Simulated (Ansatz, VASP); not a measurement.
## Ir: VASP beside Ansatz

File INCAR:

```
ALGO = Normal
EDIFF = 1E-6
ENCUT = 520
GGA = PS
ISIF = 2
ISMEAR = -1
LASPH = T
LCHARG = F
LREAL = F
LWAVE = F
NBANDS = 16
NELM = 60
PREC = Accurate
SIGMA = 0.1
```

The input KPOINTS:

```
k-points
0
Gamma
  14 14 8
```

The input POSCAR:

```
Ir
1.0
    2.7513780000      0.0000000000      0.0000000000
   -1.3756890000      2.3827630000      0.0000000000
    0.0000000000      0.0000000000      4.4622900000
Ir
2
Direct
    0.6666666667      0.3333333333      0.7500000000
    0.3333333333      0.6666666667      0.2500000000
```

Input for Ansatz:

```yaml
crystal:
  lattice:
    - [2.751378, 0.0, 0.0]
    - [-1.375689, 2.382763, 0.0]
    - [0.0, 0.0, 4.46229]
  atoms:
    - { symbol: Ir, position: [0.6666666666666666, 0.3333333333333333, 0.75] }
    - { symbol: Ir, position: [0.3333333333333333, 0.6666666666666666, 0.25] }
kpoints:
  mp_grid:
    grid: [14, 14, 8]
hamiltonian:
  xc: pbesol
  pseudopotentials:
    kind: all_electron
    lapw: {}
scf:
  occupations:
    method: fermi_dirac
    width: 0.1
output:
  forces: true
  stress: true
  eigenvalues: true
```

Alike in both runs: task single point; functional PBEsol; k mesh 14 × 14 × 8; occupations fermi-dirac, width 0.1 eV; no spin polarisation.

```csv
,VASP,Ansatz
version,VASP 6.6.1,Ansatz 0.2.0
potentials or method,"VASP PAW PBE potentials, release 64 (Ir), cutoff 520 eV",all-electron (LAPW or listed datasets)
```

Ansatz gave:

```
gap on the k mesh at the Fermi level (eV)                     : none
pressure (GPa)                                                : -12.2
traceless stress, the component that is largest in VASP (GPa) : -0.48
```

Question: Estimate VASP's values.

Answer: gap on the k mesh at the Fermi level (eV): none; pressure (GPa): -11.4; traceless stress, the component that is largest in VASP (GPa): -0.44.

VASP's potentials were made for PBE, not for PBEsol. A gap of «none» marks a metal or a gap that the smearing closes. Ansatz ran all-electron here, and VASP with PAW potentials.

Neither program's run includes spin-orbit coupling.
